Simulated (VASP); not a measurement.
# In3Cu (Pm-3m) in VASP: a series of runs

Aim: see how the results for In3Cu move with the level of theory and the settings. Levels: revPBE, PBE, r2SCAN. Tasks: single point.

Everything below comes from runs of VASP 6.6.1. Logs are shortened: lines on timing, memory, paths and dates and some standing lists are left out, and cuts for length are marked.

## Step 1: The cell of the first run

The structure is cubic, space group Pm-3m (No. 221). Conventional cell: a = 4.483 Å, b = 4.483 Å, c = 4.483 Å, α = 90.00°, β = 90.00°, γ = 90.00°. In (site symmetry 4/mmm) has 8 In at 3.17 Å and 4 Cu at 3.17 Å within 4.2 Å. Within 4.2 Å of Cu (site symmetry m-3m) lie 12 In at 3.17 Å.

## Step 2: Single point, revPBE

INCAR

```
SYSTEM = In3Cu
PREC = Accurate ; ENCUT = 600
EDIFF = 1E-6 ; ISMEAR = 0
SIGMA = 0.2 ; LREAL = .FALSE.
LASPH = .TRUE. ; NELM = 120
ALGO = Normal ; ISIF = 2
LWAVE = .FALSE. ; LCHARG = .TRUE.
GGA = RE ; LELF = .TRUE.
LVHAR = .TRUE. ; NBANDS = 33
GGA_COMPAT = .FALSE.
```

KPOINTS

```
Automatic mesh
0
G
  5 5 5
  0 0 0
```

POSCAR

```
In3Cu
1.0
    4.4827700000      0.0000000000      0.0000000000
    0.0000000000      4.4827700000      0.0000000000
    0.0000000000      0.0000000000      4.4827700000
In Cu
3 1
Direct
    0.0000000000      0.5000000000      0.5000000000
    0.5000000000      0.0000000000      0.5000000000
    0.5000000000      0.5000000000      0.0000000000
    0.0000000000      0.0000000000      0.0000000000
```

Potentials or basis: VASP PAW PBE potentials, release 64 (In_d, Cu).

On the command line:

```
cat potpaw_PBE.64/In_d/POTCAR potpaw_PBE.64/Cu/POTCAR > POTCAR
mpirun -np 1 vasp_std > vasp.out
```

OUTCAR:

```text
SYSTEM = In3Cu
   PREC = Accurate
   ENCUT = 600
   EDIFF = 1E-6
   ISMEAR = 0
   LREAL = .FALSE.
   LASPH = .TRUE.
   NELM = 120
   ISIF = 2
   GGA = RE

 ion  position               nearest neighbor table
   1  0.000  0.500  0.500-   2 3.17   3 3.17   4 3.17   3 3.17   4 3.17   2 3.17   4 3.17   4 3.17
                             2 3.17   3 3.17   3 3.17   2 3.17
   2  0.500  0.000  0.500-   1 3.17   3 3.17   4 3.17   3 3.17   4 3.17   1 3.17   3 3.17   3 3.17
                             1 3.17   4 3.17   4 3.17   1 3.17
   3  0.500  0.500  0.000-   1 3.17   2 3.17   4 3.17   1 3.17   2 3.17   2 3.17   4 3.17   2 3.17
                             1 3.17   4 3.17   1 3.17   4 3.17
   4  0.000  0.000  0.000-   1 3.17   2 3.17   3 3.17   1 3.17   2 3.17   1 3.17   3 3.17   1 3.17
                             2 3.17   3 3.17   2 3.17   3 3.17

  LATTYP: Found a simple cubic cell.
 ALAT       =     4.4827700000

  Lattice vectors:

 A1 = (   4.4827700000,   0.0000000000,   0.0000000000)
 A2 = (   0.0000000000,   4.4827700000,   0.0000000000)
 A3 = (   0.0000000000,   0.0000000000,   4.4827700000)

Analysis of symmetry for initial positions (statically):
=====================================================================
 Subroutine PRICEL returns:
 Original cell was already a primitive cell.

 Routine SETGRP: Setting up the symmetry group for a
 simple cubic supercell.

 Subroutine GETGRP returns: Found 48 space group operations
 (whereof 48 operations were pure point group operations)
 out of a pool of 48 trial point group operations.

The static configuration has the point symmetry O_h .

Analysis of symmetry for dynamics (positions and initial velocities):
=====================================================================
 Subroutine PRICEL returns:
 Original cell was already a primitive cell.

 Routine SETGRP: Setting up the symmetry group for a
 simple cubic supercell.

 Subroutine GETGRP returns: Found 48 space group operations
 (whereof 48 operations were pure point group operations)
 out of a pool of 48 trial point group operations.

The dynamic configuration has the point symmetry O_h .

 Subroutine INISYM returns: Found 48 space group operations
 (whereof 48 operations are pure point group operations),
 and found     1 'primitive' translations

----------------------------------------------------------------------------------------

                                     Primitive cell

  volume of cell :      90.0823

  direct lattice vectors                    reciprocal lattice vectors
     4.482770000  0.000000000  0.000000000     0.223076357  0.000000000  0.000000000
     0.000000000  4.482770000  0.000000000     0.000000000  0.223076357  0.000000000
     0.000000000  0.000000000  4.482770000     0.000000000  0.000000000  0.223076357

  length of vectors
     4.482770000  4.482770000  4.482770000     0.223076357  0.223076357  0.223076357

  position of ions in fractional coordinates (direct lattice)
     0.000000000  0.500000000  0.500000000
     0.500000000  0.000000000  0.500000000
     0.500000000  0.500000000  0.000000000
     0.000000000  0.000000000  0.000000000

  ion indices of the primitive-cell ions
   primitive index   ion index
                 1           1
                 2           2
                 3           3
                 4           4

----------------------------------------------------------------------------------------

 KPOINTS: Automatic mesh

Automatic generation of k-mesh.
 Grid dimensions read from file:
 generate k-points for:    5    5    5

 Generating k-lattice:

  Cartesian coordinates                     Fractional coordinates (reciprocal lattice)
     0.044615271  0.000000000  0.000000000     0.200000000  0.000000000  0.000000000
     0.000000000  0.044615271  0.000000000     0.000000000  0.200000000  0.000000000
     0.000000000  0.000000000  0.044615271     0.000000000  0.000000000  0.200000000

  Length of vectors
     0.044615271  0.044615271  0.044615271

  Shift w.r.t. Gamma in fractional coordinates (k-lattice)
     0.000000000  0.000000000  0.000000000

 Subroutine IBZKPT returns following result:
 ===========================================

 Found     10 irreducible k-points:

 Following reciprocal coordinates:
            Coordinates               Weight
  0.000000  0.000000  0.000000      1.000000
  0.200000  0.000000  0.000000      6.000000
  0.400000  0.000000  0.000000      6.000000
  0.200000  0.200000  0.000000     12.000000
  0.400000  0.200000  0.000000     24.000000
  0.400000  0.400000  0.000000     12.000000
  0.200000  0.200000  0.200000      8.000000
  0.400000  0.200000  0.200000     24.000000
  0.400000  0.400000  0.200000     24.000000
  0.400000  0.400000  0.400000      8.000000
   k-points           NKPTS =     10   k-points in BZ     NKDIM =     10   number of bands    NBANDS=     33
   number of dos      NEDOS =    301   number of ions     NIONS =      4
   total plane-waves  NPLWV =  46656
   dimension x,y,z NGX =    36 NGY =   36 NGZ =   36
   dimension x,y,z NGXF=    72 NGYF=   72 NGZF=   72
   ions per type =               3   1
   NGX,Y,Z   is equivalent  to a cutoff of  13.35, 13.35, 13.35 a.u.
   NGXF,Y,Z  is equivalent  to a cutoff of  26.70, 26.70, 26.70 a.u.
 SYSTEM =  In3Cu
   PREC   = accura    normal or accurate (medium, high low for compatibility)
   ISTART =      0    job   : 0-new  1-cont  2-samecut
   ICHARG =      2    charge: 1-file 2-atom 10-const
   ISPIN  =      1    spin polarized calculation?
   LNONCOLLINEAR =      F non collinear calculations
   LSORBIT =      F    spin-orbit coupling
   LASPH  =      T    aspherical Exc in radial PAW
   ENCUT  =  600.0 eV  44.10 Ry    6.64 a.u.   8.95  8.95  8.95*2*pi/ulx,y,z
   NELM   =    120;   NELMIN=  2; NELMDL= -5     # of ELM steps
   EDIFF  = 0.1E-05   stopping-criterion for ELM
   LREAL  =      F    real-space projection
   EDIFFG = 0.1E-04   stopping-criterion for IOM
   NSW    =      0    number of steps for IOM
   IBRION =     -1    ionic relax: 0-MD 1-quasi-New 2-CG
   NFREE  =      0    steps in history (QN), initial steepest desc. (CG)
   ISIF   =      2    stress and relaxation
   ISYM   =      2    0-nonsym 1-usesym 2-fastsym
   POTIM  = 0.5000    time-step for ionic-motion
   TEBEG  =    0.0;   TEEND  =   0.0 temperature during run
   PSTRESS=    0.0 pullay stress
   NELECT =      50.0000    total number of electrons
   NUPDOWN=      -1.0000    fix difference up-down
   EMIN   =  10.00;   EMAX   =-10.00  energy-range for DOS
   EFERMI =   0.00;   METHOD = LEGACY
   ISMEAR =     0;   SIGMA  =   0.20  broadening in eV -4-tet -1-fermi 0-gaus
   EFERMI_NEDOS =   21; number of points for ismear=-14 and -15
   IALGO  =     38    algorithm
   IMIX   =      4    mixing-type and parameters
     AMIX     =   0.40;   BMIX     =  1.00
     AMIX_MAG =   1.60;   BMIX_MAG =  1.00
  volume/ion in A,a.u.               =      22.52       151.98
  Fermi-wavevector in a.u.,A,eV,Ry     =   1.345401  2.542439 24.627954  1.810104
  Thomas-Fermi vector in A             =   2.473317
   LORBIT       =      0    0 simple, 1 ext, 2 COOP (PROOUT), +10 PAW based schemes
   GGA     = RE    functional components
   LHFCALC =     F    Hartree Fock is set to
   AEXX    =    0.0000 exact exchange contribution
   IVDW    =     0    specifies the selected vdW correction
   LEPSILON=     F    determine dielectric tensor
   LRPA    =     F    only Hartree local field effects (RPA)
 non-spin polarized calculation
 Gauss-broadening in eV      SIGMA  =   0.20
  energy-cutoff  :      600.00
  volume of cell :       90.08
 maximum number of plane-waves:      3034
 NGX is ok and might be reduce to    36
   NGX = 17   NGY = 17   NGZ = 17

 number of electron      50.0000054 magnetization

 Free energy of the ion-electron system (eV)
  ---------------------------------------------------
  ext. energy  EPLUGINS =         0.00000000
  ---------------------------------------------------
  free energy    TOTEN  =        -9.42203897 eV

  energy without entropy =       -9.39652389  energy(sigma->0) =       -9.40928143

 E-fermi :   7.7414     XC(G=0): -10.5469

 val. band max:        7.5795322139   @ k =   0.4000   0.0000   0.0000
 cond. band min:       7.8726896465   @ k =   0.4000   0.4000   0.4000
 fundamental gap:      0.2931574326
 Fermi energy:         7.7413560423

 k-point     1 :       0.0000    0.0000    0.0000
  band No.  band energies     occupation
      1      -7.3202      2.00000
      2      -7.3044      2.00000
      3      -7.3044      2.00000
      4      -7.3044      2.00000
      5      -7.0770      2.00000
      6      -7.0770      2.00000
[... 25 lines left out ...]
     32      13.3569      0.00000
     33      13.3569      0.00000

 k-point     2 :       0.2000    0.0000    0.0000
  band No.  band energies     occupation
      1      -7.2938      2.00000
      2      -7.2717      2.00000
      3      -7.2458      2.00000
      4      -7.2458      2.00000
      5      -7.0674      2.00000
      6      -7.0360      2.00000
[... 25 lines left out ...]
     32      13.5051      0.00000
     33      13.5051      0.00000

 k-point     3 :       0.4000    0.0000    0.0000
  band No.  band energies     occupation
      1      -7.2754      2.00000
      2      -7.1685      2.00000
      3      -7.0884      2.00000
      4      -7.0884      2.00000
      5      -7.0451      2.00000
      6      -6.9445      2.00000
[... 25 lines left out ...]
     32      14.6098      0.00000
     33      14.6098      0.00000

 k-point     4 :       0.2000    0.2000    0.0000
  band No.  band energies     occupation
      1      -7.2549      2.00000
      2      -7.2458      2.00000
      3      -7.2169      2.00000
      4      -7.1907      2.00000
      5      -7.0445      2.00000
      6      -7.0061      2.00000
[... 169 lines left out ...]
     32      13.4813      0.00000
     33      14.8918      0.00000

 k-point     9 :       0.4000    0.4000    0.2000
  band No.  band energies     occupation
      1      -7.1731      2.00000
      2      -7.1184      2.00000
      3      -7.0982      2.00000
      4      -7.0721      2.00000
      5      -7.0468      2.00000
      6      -6.9967      2.00000
[... 25 lines left out ...]
     32      15.5007      0.00000
     33      15.7757      0.00000

 k-point    10 :       0.4000    0.4000    0.4000
  band No.  band energies     occupation
      1      -7.1870      2.00000
      2      -7.1424      2.00000
      3      -7.1424      2.00000
      4      -7.1043      2.00000
      5      -7.0736      2.00000
      6      -7.0736      2.00000
[... 25 lines left out ...]
     32      17.0343      0.00000
     33      17.2066      0.00000

------------------------ aborting loop because EDIFF is reached ----------------------------------------

  FORCE on cell =-STRESS in cart. coord.  units (eV):
  Direction    XX          YY          ZZ          XY          YZ          ZX
  --------------------------------------------------------------------------------------
  -------------------------------------------------------------------------------------
  Total        1.3387313      1.3387313      1.3387313      0.0000000      0.0000000      0.0000000
  in kB       23.8102874     23.8102874     23.8102874      0.0000000      0.0000000      0.0000000
  external PRESSURE =      23.8102874 kB  Pullay stress =       0.0000000 kB

 VOLUME and BASIS-vectors are now :
 -----------------------------------------------------------------------------
  energy-cutoff  :      600.00
  volume of cell :       90.08
      direct lattice vectors                 reciprocal lattice vectors
     4.482770000  0.000000000  0.000000000     0.223076357  0.000000000  0.000000000
     0.000000000  4.482770000  0.000000000     0.000000000  0.223076357  0.000000000
     0.000000000  0.000000000  4.482770000     0.000000000  0.000000000  0.223076357

 POSITION                                       TOTAL-FORCE (eV/Angst)
 -----------------------------------------------------------------------------------
      0.00000      2.24139      2.24139         0.000000      0.000000      0.000000
      2.24139      0.00000      2.24139         0.000000      0.000000      0.000000
      2.24139      2.24139      0.00000         0.000000      0.000000      0.000000
      0.00000      0.00000      0.00000         0.000000      0.000000      0.000000
 -----------------------------------------------------------------------------------
    total drift:                                0.000000      0.000000      0.000000

  FREE ENERGIE OF THE ION-ELECTRON SYSTEM (eV)
  ---------------------------------------------------
  free  energy   TOTEN  =        -9.4220389729 eV

  energy  without entropy=       -9.3965238871  energy(sigma->0) =       -9.40928143
```

Wall time 31 s (1 thread of Intel Xeon Platinum 8488C (Sapphire Rapids), shared host); peak memory 0.21 GiB.

What came out:

```yaml
Free_energy: -9.4220 eV
Pressure: 2.4 GPa
Band_gap_on_the_k_mesh: zero (bands 25 and 26 overlap by 2.86 eV)
```

Caveat: the PAW data sets were made with another functional, which shifts forces and pressure a little; spin-orbit coupling is left out, which moves the levels of the heavy elements.

## Step 3: Single point, PBE

INCAR

```
SYSTEM = In3Cu
  PREC = Accurate
  ENCUT = 600
  EDIFF = 1E-6
  ISMEAR = 0
  SIGMA = 0.2
  LREAL = .FALSE.
  LASPH = .TRUE.
  NELM = 120
  ALGO = Normal
  ISIF = 2
  LWAVE = .FALSE.
  LCHARG = .FALSE.
  GGA = PE
  NBANDS = 33
  GGA_COMPAT = .FALSE.
```

KPOINTS is that of step 2.

POSCAR is that of step 2.

Potentials or basis: VASP PAW PBE potentials, release 64 (In_d, Cu).

On the command line:

```
cat potpaw_PBE.64/In_d/POTCAR potpaw_PBE.64/Cu/POTCAR > POTCAR
mpirun -np 1 vasp_std > vasp.out
```

Wall time 30 s (1 thread of Intel Xeon Platinum 8488C (Sapphire Rapids), shared host); peak memory 0.21 GiB.

It converged, with:

| Quantity | Value |
| --- | --- |
| Free energy | -10.6994 eV |
| Pressure | 0.9 GPa |
| Band gap on the k mesh | zero (bands 25 and 26 overlap by 2.87 eV) |

Levels at points of the mesh, in eV from the Fermi level:
```
           k point  band 23  band 24  band 25  band 26  band 27  band 28
(0.00, 0.00, 0.00)    -1.88    -1.88    -0.79    -0.79     0.49     5.02
```

Caveat: spin-orbit coupling is left out, which moves the levels of the heavy elements.

## Step 4: Single point, r2SCAN

POSCAR is that of step 3.

INCAR.step1

```
ALGO     = Normal         # electronic algorithm
EDIFF    = 1E-5           # SCF threshold, eV
ENCUT    = 660            # plane-wave cutoff, eV
GGA      = PE             # functional
GGA_COMPAT= False        
ISMEAR   = 0              # smearing method
LASPH    = True           # aspherical terms in the spheres
LCHARG   = False          # write CHGCAR
LREAL    = False          # projectors in reciprocal space
LWAVE    = True           # write WAVECAR
NBANDS   = 33             # bands
NELM     = 120            # most SCF steps
PREC     = Accurate       # precision mode
SIGMA    = 0.2            # smearing width, eV
```

INCAR.step2

```
ALGO     = Normal         # electronic algorithm
EDIFF    = 1E-6           # SCF threshold, eV
ENCUT    = 660            # plane-wave cutoff, eV
GGA_COMPAT= False        
ISIF     = 2              # what is computed and relaxed
ISMEAR   = 0              # smearing method
ISTART   = 1            
LASPH    = True           # aspherical terms in the spheres
LCHARG   = True           # write CHGCAR
LELF     = True           # ELF
LMIXTAU  = True         
LREAL    = False          # projectors in reciprocal space
LVHAR    = True         
LWAVE    = False          # write WAVECAR
METAGGA  = R2SCAN         # meta-GGA
NBANDS   = 33             # bands
NELM     = 120            # most SCF steps
PREC     = Accurate       # precision mode
SIGMA    = 0.2            # smearing width, eV
```

KPOINTS

```
k-points
0
Gamma
  5 5 5
```

On the command line:

```
cat potpaw_PBE.64/In_d/POTCAR potpaw_PBE.64/Cu/POTCAR > POTCAR
cp INCAR.step1 INCAR
mpirun -np 1 vasp_std > vasp.out
cp INCAR.step2 INCAR
mpirun -np 1 vasp_std > vasp.out
```

Run time: 2.2 min. Hardware: 1 thread of Intel Xeon Platinum 8488C (Sapphire Rapids), shared host; peak memory 0.27 GiB.

Results (log left out):

| Property | Result |
| --- | --- |
| Free energy | -77.7910 eV |
| Pressure | -1.6 GPa |
| Band gap on the k mesh | zero (bands 25 and 26 overlap by 3.01 eV) |

Levels at points of the mesh, in eV from the Fermi level:
```tsv
k point	band 22	band 23	band 24	band 25	band 26	band 27	band 28	band 29
(0.00, 0.00, 0.00)	-2.07	-2.07	-2.07	-0.70	-0.70	0.71	5.28	5.28
```

Caveat: the PAW data sets were made with another functional, which shifts forces and pressure a little; spin-orbit coupling is left out, which moves the levels of the heavy elements.

## Step 5: Summary

```csv
level,cutoff (eV),gap on the mesh (eV),pressure (GPa)
revPBE,600,none,2.4
PBE,600,none,0.9
r2SCAN,660,none,-1.6
```

Alike in all rows: task single point; potentials or basis VASP PAW PBE potentials, release 64 (In_d, Cu); no spin polarisation; cell as given; k mesh 5 × 5 × 5; smearing gaussian 0.2 eV.

The pressure there spans -1.6 GPa (r2SCAN) to 2.4 GPa (revPBE); a positive pressure means that this level wants a larger cell, a negative one a smaller.

Caveats: spin-orbit coupling is left out, which moves the levels of the heavy elements; the PAW data sets were made with another functional, which shifts forces and pressure a little (at least some runs).

Absolute energies hang on the potentials; compare differences alone.
